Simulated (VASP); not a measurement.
SiNi3: single point with PBEsol

SiNi3:

```xyz
4
Lattice="1.2928 0.7464 7.6620 -1.2928 0.7464 7.6620 0.0000 -1.4928 7.6620" Properties=species:S:1:pos:R:3 pbc="T T T"
Ni    0.0000    0.0000    5.8553
Ni    0.0000    0.0000   11.4930
Ni    0.0000    0.0000   17.1307
Si    0.0000    0.0000    0.0000
```

```
Program             : VASP 6.6.1
Task                : single point
Functional          : PBEsol
Potentials or basis : VASP PAW PBE potentials, release 64 (Ni, Si)
Cutoff              : 520 eV
k mesh              : 10 × 10 × 10
Occupations         : fermi-dirac, width 0.05 eV
Spin                : collinear spin, ferromagnetic start
Starting moments    : [1.0, 1.0, 1.0, 0.0] μB
Fixed moment        : 3 μB
```

The pressure is -0.1 GPa. The largest force is 0.612 eV/Å, the net moment is 3.00 μB per cell and the site moments are Ni +0.80, +1.13; Si +0.10 μB. The valence electrons inside the program's atomic spheres are Ni 9.44, 9.18; Si 1.65.

Forces in eV/Å, atoms in the order of the input:
```
Ni   0.000  0.000 -0.612
Ni   0.000  0.000  0.000
Ni   0.000  0.000  0.612
Si   0.000  0.000  0.000
```

Stress tensor (GPa, compression positive):
```
-2.22  0.00  0.00
 0.00 -2.22  0.00
 0.00  0.00  4.04
```

Run time: 44 min on 1 thread of Intel(R) Xeon(R) 6975P-C (Granite Rapids), on a shared host, peak memory 0.75 GiB.

Caveat: the PAW data sets were made with another functional, which shifts forces and pressure a little; the total moment is fixed, so each spin has its own Fermi level.
